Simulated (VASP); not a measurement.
# CoSi (Pmma) in VASP: relaxation of cell and atoms with PBE

Aim: the relaxation of cell and atoms of CoSi with PBE.

Program: VASP 6.6.1. These are calculated values, not measurements. Logs are shortened: lines on timing, memory, paths and dates and some standing lists are left out, and cuts for length are marked.

## Step 1: The cell of the first run

The structure is orthorhombic, space group Pmma (No. 51). Conventional cell: a = 3.997 Å, b = 2.645 Å, c = 4.081 Å, α = 90.00°, β = 90.00°, γ = 90.00°. Within 3.3 Å of Co (site symmetry mm2) lie 8 Si at 2.43 to 2.45 Å and 6 Co at 2.51 to 3.24 Å. Within 3.3 Å of Si (site symmetry mm2) lie 8 Co at 2.43 to 2.45 Å and 6 Si at 2.52 to 3.24 Å.

## Step 2: Relaxation of cell and atoms, PBE

INCAR reads:

```
PREC = Accurate
ENCUT = 600
EDIFF = 1E-6
ISMEAR = 0
SIGMA = 0.1
LREAL = F
LASPH = T
NELM = 80
ALGO = Normal
ISIF = 3
LWAVE = F
LCHARG = F
GGA = PE
IBRION = 2
NSW = 90
EDIFFG = -0.04
```

KPOINTS reads:

```
Automatic mesh
0
Gamma
  4 6 4
```

POSCAR reads:

```
CoSi
1.0
    3.9971157174      0.0000000000      0.0000000000
    0.0000000000      2.6451501071      0.0000000000
    0.0000000000      0.0000000000      4.0810887367
Co Si
2 2
Direct
    0.7500000000      0.0000000000      0.6870000000
    0.2500000000      0.0000000000      0.3130000000
    0.7500000000      0.5000000000      0.1880000000
    0.2500000000      0.5000000000      0.8120000000
```

Potentials or basis: VASP PAW PBE potentials, release 64 (Co, Si).

The run is started by

```
> cat potpaw_PBE.64/Co/POTCAR potpaw_PBE.64/Si/POTCAR > POTCAR
> mpirun -np 1 vasp_std > vasp.out
```

OUTCAR:

```text
PREC = Accurate
   ENCUT = 600
   EDIFF = 1E-6
   ISMEAR = 0
   LREAL = F
   LASPH = T
   NELM = 80
   ISIF = 3
   GGA = PE
   IBRION = 2
   NSW = 90
   EDIFFG = -0.04

 ion  position               nearest neighbor table
   1  0.750  0.000  0.687-   3 2.43   3 2.43   3 2.44   3 2.44   4 2.45   4 2.45   4 2.45   4 2.45
                             2 2.51   2 2.51
   2  0.250  0.000  0.313-   4 2.43   4 2.43   4 2.44   4 2.44   3 2.45   3 2.45   3 2.45   3 2.45
                             1 2.51   1 2.51
   3  0.750  0.500  0.188-   1 2.43   1 2.43   1 2.44   1 2.44   2 2.45   2 2.45   2 2.45   2 2.45
                             4 2.52   4 2.52
   4  0.250  0.500  0.812-   2 2.43   2 2.43   2 2.44   2 2.44   1 2.45   1 2.45   1 2.45   1 2.45
                             3 2.52   3 2.52

  LATTYP: Found a simple orthorhombic cell.
 ALAT       =     2.6451501071
 B/A-ratio  =     1.5111111111
 C/A-ratio  =     1.5428571429

  Lattice vectors:

 A1 = (   0.0000000000,  -2.6451501071,   0.0000000000)
 A2 = (   3.9971157174,   0.0000000000,   0.0000000000)
 A3 = (   0.0000000000,   0.0000000000,   4.0810887367)

Analysis of symmetry for initial positions (statically):
=====================================================================
 Subroutine PRICEL returns:
 Original cell was already a primitive cell.

 Routine SETGRP: Setting up the symmetry group for a
 simple orthorhombic supercell.

 Subroutine GETGRP returns: Found  8 space group operations
 (whereof  4 operations were pure point group operations)
 out of a pool of  8 trial point group operations.

The static configuration has the point symmetry C_2h.
 The point group associated with its full space group is D_2h.

Analysis of symmetry for dynamics (positions and initial velocities):
=====================================================================
 Subroutine PRICEL returns:
 Original cell was already a primitive cell.

 Routine SETGRP: Setting up the symmetry group for a
 simple orthorhombic supercell.

 Subroutine GETGRP returns: Found  8 space group operations
 (whereof  4 operations were pure point group operations)
 out of a pool of  8 trial point group operations.

The dynamic configuration has the point symmetry C_2h.
 The point group associated with its full space group is D_2h.

 Subroutine INISYM returns: Found  8 space group operations
 (whereof  4 operations are pure point group operations),
 and found     1 'primitive' translations

----------------------------------------------------------------------------------------

                                     Primitive cell

  volume of cell :      43.1492

  direct lattice vectors                    reciprocal lattice vectors
     3.997115717  0.000000000  0.000000000     0.250180398  0.000000000  0.000000000
     0.000000000  2.645150107  0.000000000     0.000000000  0.378050379  0.000000000
     0.000000000  0.000000000  4.081088737     0.000000000  0.000000000  0.245032653

  length of vectors
     3.997115717  2.645150107  4.081088737     0.250180398  0.378050379  0.245032653

  position of ions in fractional coordinates (direct lattice)
     0.750000000  0.000000000  0.687000000
     0.250000000  0.000000000  0.313000000
     0.750000000  0.500000000  0.188000000
     0.250000000  0.500000000  0.812000000

  ion indices of the primitive-cell ions
   primitive index   ion index
                 1           1
                 2           2
                 3           3
                 4           4

----------------------------------------------------------------------------------------

 KPOINTS: Automatic mesh

Automatic generation of k-mesh.
 Grid dimensions read from file:
 generate k-points for:    4    6    4

 Generating k-lattice:

  Cartesian coordinates                     Fractional coordinates (reciprocal lattice)
     0.062545099  0.000000000  0.000000000     0.250000000  0.000000000  0.000000000
     0.000000000  0.063008396  0.000000000     0.000000000  0.166666667  0.000000000
     0.000000000  0.000000000  0.061258163     0.000000000  0.000000000  0.250000000

  Length of vectors
     0.062545099  0.063008396  0.061258163

  Shift w.r.t. Gamma in fractional coordinates (k-lattice)
     0.000000000  0.000000000  0.000000000

 Subroutine IBZKPT returns following result:
 ===========================================

 Found     36 irreducible k-points:

 Following reciprocal coordinates:
            Coordinates               Weight
  0.000000  0.000000  0.000000      1.000000
  0.250000  0.000000  0.000000      2.000000
  0.500000  0.000000  0.000000      1.000000
  0.000000  0.166667  0.000000      2.000000
  0.250000  0.166667  0.000000      4.000000
  0.500000  0.166667  0.000000      2.000000
[... 16 lines left out ...]
  0.250000  0.500000  0.250000      4.000000
  0.500000  0.500000  0.250000      2.000000
 [... further k-points ...]
   k-points           NKPTS =     36   k-points in BZ     NKDIM =     36   number of bands    NBANDS=     17
   number of dos      NEDOS =    301   number of ions     NIONS =      4
   total plane-waves  NPLWV =  27648
   dimension x,y,z NGX =    32 NGY =   24 NGZ =   36
   dimension x,y,z NGXF=    64 NGYF=   48 NGZF=   72
   ions per type =               2   2
   NGX,Y,Z   is equivalent  to a cutoff of  13.31, 15.08, 14.66 a.u.
   NGXF,Y,Z  is equivalent  to a cutoff of  26.62, 30.17, 29.33 a.u.
 SYSTEM =  unknown system
   PREC   = accura    normal or accurate (medium, high low for compatibility)
   ISTART =      0    job   : 0-new  1-cont  2-samecut
   ICHARG =      2    charge: 1-file 2-atom 10-const
   ISPIN  =      1    spin polarized calculation?
   LNONCOLLINEAR =      F non collinear calculations
   LSORBIT =      F    spin-orbit coupling
   LASPH  =      T    aspherical Exc in radial PAW
   ENCUT  =  600.0 eV  44.10 Ry    6.64 a.u.   7.98  5.28  8.15*2*pi/ulx,y,z
   NELM   =     80;   NELMIN=  2; NELMDL= -5     # of ELM steps
   EDIFF  = 0.1E-05   stopping-criterion for ELM
   LREAL  =      F    real-space projection
   EDIFFG = -.4E-01   stopping-criterion for IOM
   NSW    =     90    number of steps for IOM
   IBRION =      2    ionic relax: 0-MD 1-quasi-New 2-CG
   NFREE  =      1    steps in history (QN), initial steepest desc. (CG)
   ISIF   =      3    stress and relaxation
   ISYM   =      2    0-nonsym 1-usesym 2-fastsym
   POTIM  = 0.5000    time-step for ionic-motion
   TEBEG  =    0.0;   TEEND  =   0.0 temperature during run
   PSTRESS=    0.0 pullay stress
   NELECT =      26.0000    total number of electrons
   NUPDOWN=      -1.0000    fix difference up-down
   EMIN   =  10.00;   EMAX   =-10.00  energy-range for DOS
   EFERMI =   0.00;   METHOD = LEGACY
   ISMEAR =     0;   SIGMA  =   0.10  broadening in eV -4-tet -1-fermi 0-gaus
   EFERMI_NEDOS =   21; number of points for ismear=-14 and -15
   IALGO  =     38    algorithm
   IMIX   =      4    mixing-type and parameters
     AMIX     =   0.40;   BMIX     =  1.00
     AMIX_MAG =   1.60;   BMIX_MAG =  1.00
  volume/ion in A,a.u.               =      10.79        72.80
  Fermi-wavevector in a.u.,A,eV,Ry     =   1.382743  2.613006 26.014057  1.911979
  Thomas-Fermi vector in A             =   2.507406
   LORBIT       =      0    0 simple, 1 ext, 2 COOP (PROOUT), +10 PAW based schemes
   GGA     = PE    functional components
   LHFCALC =     F    Hartree Fock is set to
   AEXX    =    0.0000 exact exchange contribution
   IVDW    =     0    specifies the selected vdW correction
   LEPSILON=     F    determine dielectric tensor
   LRPA    =     F    only Hartree local field effects (RPA)
 conjugate gradient relaxation of ions
 non-spin polarized calculation
 Gauss-broadening in eV      SIGMA  =   0.10
  energy-cutoff  :      600.00
  volume of cell :       43.15
 maximum number of plane-waves:      1472
 NGX is ok and might be reduce to    32
   NGX = 15   NGY = 11   NGZ = 17

--------------------------------------- Ionic step        1  -------------------------------------------

 number of electron      25.9999994 magnetization

 Free energy of the ion-electron system (eV)
  ---------------------------------------------------
  ext. energy  EPLUGINS =         0.00000000
  ---------------------------------------------------
  free energy    TOTEN  =       -26.32628794 eV

  energy without entropy =      -26.31589839  energy(sigma->0) =      -26.32109316

------------------------ aborting loop because EDIFF is reached ----------------------------------------

  FORCE on cell =-STRESS in cart. coord.  units (eV):
  Direction    XX          YY          ZZ          XY          YZ          ZX
  --------------------------------------------------------------------------------------
  -------------------------------------------------------------------------------------
  Total        1.3932268     -2.6333640      0.7792414      0.0000000      0.0000000      0.0000000
  in kB       51.7320079    -97.7796304     28.9340698      0.0000000      0.0000000      0.0000000
  external PRESSURE =      -5.7045176 kB  Pullay stress =       0.0000000 kB
[... 95 lines left out ...]
  FREE ENERGIE OF THE ION-ELECTRON SYSTEM (eV)
  ---------------------------------------------------
  free  energy   TOTEN  =       -26.4611274021 eV

  energy  without entropy=      -26.4522077875  energy(sigma->0) =      -26.45666759

[... ionic steps 4 to 8 ...]

--------------------------------------- Ionic step        9  -------------------------------------------

 number of electron      26.0000001 magnetization

------------------------ aborting loop because EDIFF is reached ----------------------------------------

  FORCE on cell =-STRESS in cart. coord.  units (eV):
  Direction    XX          YY          ZZ          XY          YZ          ZX
  --------------------------------------------------------------------------------------
  -------------------------------------------------------------------------------------
  Total       -0.0202107     -0.3550432      0.1771266      0.0000000      0.0000000     -0.0000000
  in kB       -0.7540738    -13.2468587      6.6086903      0.0000000      0.0000000     -0.0000000
  external PRESSURE =      -2.4640807 kB  Pullay stress =       0.0000000 kB
[... 61 lines left out ...]
  energy  without entropy=      -26.5242963218  energy(sigma->0) =      -26.53099452

--------------------------------------- Ionic step       11  -------------------------------------------

 number of electron      26.0000000 magnetization

 Free energy of the ion-electron system (eV)
  ---------------------------------------------------
  ext. energy  EPLUGINS =         0.00000000
  ---------------------------------------------------
  free energy    TOTEN  =       -26.53847586 eV

  energy without entropy =      -26.52567695  energy(sigma->0) =      -26.53207641

 E-fermi :  12.7253     XC(G=0): -12.9568

 val. band max:       12.7163644700   @ k =   0.2500   0.1667   0.5000
 cond. band min:      12.7910394854   @ k =   0.0000   0.3333   0.0000
 fundamental gap:      0.0746750154
 Fermi energy:        12.7253479368

 k-point     1 :       0.0000    0.0000    0.0000
  band No.  band energies     occupation
      1      -1.4319      2.00000
      2       3.9206      2.00000
      3       7.1510      2.00000
      4       7.2820      2.00000
      5       8.7493      2.00000
      6       9.0922      2.00000
[... 9 lines left out ...]
     16      15.1410      0.00000
     17      15.5913      0.00000
[... 443 lines left out ...]
      1       4.7602      2.00000
      2       4.7602      2.00000
      3       6.5784      2.00000
      4       6.5784      2.00000
      5       8.2309      2.00000
      6       8.2309      2.00000
[... 9 lines left out ...]
     16      14.6931      0.00000
     17      15.6466      0.00000

 [... further k-points ...]
[... 5 lines left out ...]
  --------------------------------------------------------------------------------------
  -------------------------------------------------------------------------------------
  Total       -0.0470005     -0.0048861      0.0538205      0.0000000      0.0000000      0.0000000
  in kB       -1.7558497     -0.1825367      2.0106314      0.0000000      0.0000000      0.0000000
  external PRESSURE =       0.0240817 kB  Pullay stress =       0.0000000 kB
[... 19 lines left out ...]
  FREE ENERGIE OF THE ION-ELECTRON SYSTEM (eV)
  ---------------------------------------------------
  free  energy   TOTEN  =       -26.5384758620 eV

  energy  without entropy=      -26.5256769506  energy(sigma->0) =      -26.53207641

 reached required accuracy - stopping structural energy minimisation
```

Run time: 2.6 min. Hardware: 1 thread of Intel Xeon Platinum 8375C at 2.90GHz (Ice Lake), shared host; peak memory 0.19 GiB.

What came out:

| Item | Value |
| --- | --- |
| Free energy | -26.5385 eV |
| Relaxed volume | 10.72 Å³/atom |
| Relaxed cell | a = 4.026 Å, b = 2.608 Å, c = 4.085 Å, α = 90.00°, β = 90.00°, γ = 90.00° |
| Space group after relaxing (to 0.1 Å) | Pmma (No. 51) |
| Energy gained by relaxing | 53.0 meV/atom |
| Ionic steps | 11 |
| Pressure after relaxing | 0.0 GPa |
| Largest force after relaxing | 0.004 eV/Å |
| Band gap on the k mesh | zero (bands 13 and 14 overlap by 1.52 eV) |

Forces on the atoms (eV/Å):
```
Co   0.000  0.000  0.004
Co   0.000  0.000 -0.004
Si   0.000  0.000 -0.004
Si   0.000  0.000  0.004
```

The path:
```tsv
step	energy change (eV)	largest force (eV/Å)	pressure (GPa)	volume (Å³)
1	0.0000	0.7411	-0.57	43.15
2	-0.1300	0.4273	0.21	42.88
3	-0.1348	0.3642	0.69	42.81
4	-0.1636	0.2450	-0.97	43.07
5	-0.1892	0.1788	-2.95	43.45
6	-0.1814	0.1192	-5.67	44.21
7	-0.1953	0.1394	-4.32	43.79
8	-0.2087	0.0992	-1.64	43.22
9	-0.2103	0.0840	-0.25	42.94
10	-0.2114	0.0539	-0.19	42.92
11	-0.2122	0.0040	0.00	42.89
```

Final structure:
```xyz
4
Lattice="4.0265 0.0000 0.0000 0.0000 2.6077 0.0000 0.0000 0.0000 4.0845" Properties=species:S:1:pos:R:3 pbc="T T T"
Co    3.0199    0.0000    2.9406
Co    1.0066    0.0000    1.1439
Si    3.0199    1.3038    0.9227
Si    1.0066    1.3038    3.1618
```

Caveat: the k points lie up to 0.40 Å⁻¹ apart in the final cell, too coarse for converged energies and pressures of a metal; the run has no spin polarisation, though such a crystal can be magnetic.
